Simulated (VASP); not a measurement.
A run of VASP 6.6.1 is set up as follows.

File INCAR:

```
SYSTEM = MgO
  PREC = Accurate
  ENCUT = 520
  EDIFF = 1E-7
  ISMEAR = 0
  SIGMA = 0.01
  LREAL = .FALSE.
  LASPH = .TRUE.
  NELM = 80
  ALGO = Normal
  ISIF = 2
  LWAVE = .FALSE.
  LCHARG = .FALSE.
  GGA = PS
  NBANDS = 11
```

The input KPOINTS:

```
regular mesh
0
G
  6 6 4
  0 0 0
```

File POSCAR:

```
MgO
1.0
    2.9380209000      0.0000000000      0.0000000000
   -1.4690104500      2.5444007400      0.0000000000
    0.0000000000      0.0000000000      2.6796800000
Mg O
1 1
Direct
    0.0000000000      0.0000000000      0.0000000000
    0.3333333300      0.6666666700      0.5000000000
```

Potentials or basis: VASP PAW PBE potentials, release 64 (Mg, O).

Command:

```console
$ cat potpaw_PBE.64/Mg/POTCAR potpaw_PBE.64/O/POTCAR > POTCAR
$ mpirun -np 1 vasp_std > vasp.out
```

(1) Predict the band gap on the k mesh.

(2) Predict the pressure.

Answers

(1) 2.91 eV, indirect (least direct gap 3.32 eV).

(2) -4.4 GPa.

Caveat: the k points lie up to 0.59 Å⁻¹ apart; the PAW data sets were made with another functional, which shifts forces and pressure a little.
